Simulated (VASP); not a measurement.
A run of VASP 6.6.1:

INCAR

```
ALGO     = Normal         # electronic algorithm
EDIFF    = 1E-6           # SCF threshold, eV
ENCUT    = 520            # plane-wave cutoff, eV
GGA      = PS             # functional
ISIF     = 2              # what is computed and relaxed
ISMEAR   = -1             # smearing method
LASPH    = True           # aspherical terms in the spheres
LCHARG   = False          # write CHGCAR
LREAL    = False          # projectors in reciprocal space
LWAVE    = False          # write WAVECAR
NBANDS   = 24             # bands
NELM     = 60             # most SCF steps
PREC     = Accurate       # precision mode
SIGMA    = 0.05           # smearing width, eV
```

The input KPOINTS:

```
k-points
0
Gamma
  6 6 6
```

POSCAR

```
SnTe3
1.0
    0.0000000000      3.5326243360      3.5326243360
    3.5326243360      0.0000000000      3.5326243360
    3.5326243360      3.5326243360      0.0000000000
Te Sn
3 1
Direct
    0.5000000000      0.5000000000      0.5000000000
    0.7500000000      0.7500000000      0.7500000000
    0.2500000000      0.2500000000      0.2500000000
    0.0000000000      0.0000000000      0.0000000000
```

Potentials or basis: VASP PAW PBE potentials, release 64 (Te, Sn_d).

Command:

```sh
$ cat potpaw_PBE.64/Te/POTCAR potpaw_PBE.64/Sn_d/POTCAR > POTCAR
$ mpirun -np 1 vasp_std > vasp.out
```

Hardware: 1 thread of Intel(R) Xeon(R) Platinum 8488C (Sapphire Rapids) (shared host).

Question: Estimate the wall time of this run.

Answer: Wall time 26 s on 1 thread of Intel(R) Xeon(R) Platinum 8488C (Sapphire Rapids) (shared host), peak memory 0.24 GiB. Counts: scf iterations 12, k points 16.
